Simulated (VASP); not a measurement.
Write the native input for VASP 6.6.1 that does the following.

| Property | Result |
| --- | --- |
| Task | single point |
| Functional | PBEsol |
| Dispersion | D3(BJ) |
| Potentials or basis | VASP PAW PBE potentials, release 64 (Al) |
| Cutoff | 520 eV |
| k mesh | 20 × 20 × 20 |
| Occupations | gaussian, width 0.15 eV |
| Spin | no spin polarisation |
| Dipole correction | no |
| Further INCAR settings | ALGO = Fast; EDIFF = 1e-06; NBANDS = 8 |

The structure of Al lies in POSCAR:

```
Al
1.0
    0.0000000000      2.0543397000      2.0239800000
    2.0543397000      0.0000000000      2.0239800000
    2.0543397000      2.0543397000      0.0000000000
Al
1
Direct
    0.0000000000      0.0000000000      0.0000000000
```

This cell differs from its parent crystal: strain +0.015 along x and y, +0.000 along z.

These files were run (other wordings do the same):

INCAR

```
SYSTEM = Al
PREC = Accurate
ENCUT = 520
EDIFF = 1E-6
ISMEAR = 0
SIGMA = 0.15
LREAL = .FALSE.
LASPH = .TRUE.
NELM = 100
ALGO = Fast
ISIF = 2
LWAVE = .FALSE.
LCHARG = .FALSE.
GGA = PS
IVDW = 12
NBANDS = 8
```

KPOINTS

```
Automatic mesh
0
G
  20 20 20
  0 0 0
```

Potentials or basis: VASP PAW PBE potentials, release 64 (Al).

Launch:

```bash
$ cat potpaw_PBE.64/Al/POTCAR > POTCAR
$ mpirun -np 1 vasp_std > vasp.out
```

Results of the run:

- Pressure: -6.8 GPa
- Dispersion energy per atom: -0.306 eV

Caveat: the cell differs from its parent crystal (strain +0.015 along x and y, +0.000 along z); the PAW data sets were made with another functional, which shifts forces and pressure a little; pairwise dispersion overbinds metals, which lowers pressure and volume.

Run time: 23 s on 1 thread of Intel(R) Xeon(R) 6975P-C (Granite Rapids), on a shared host, peak memory 0.2 GiB.
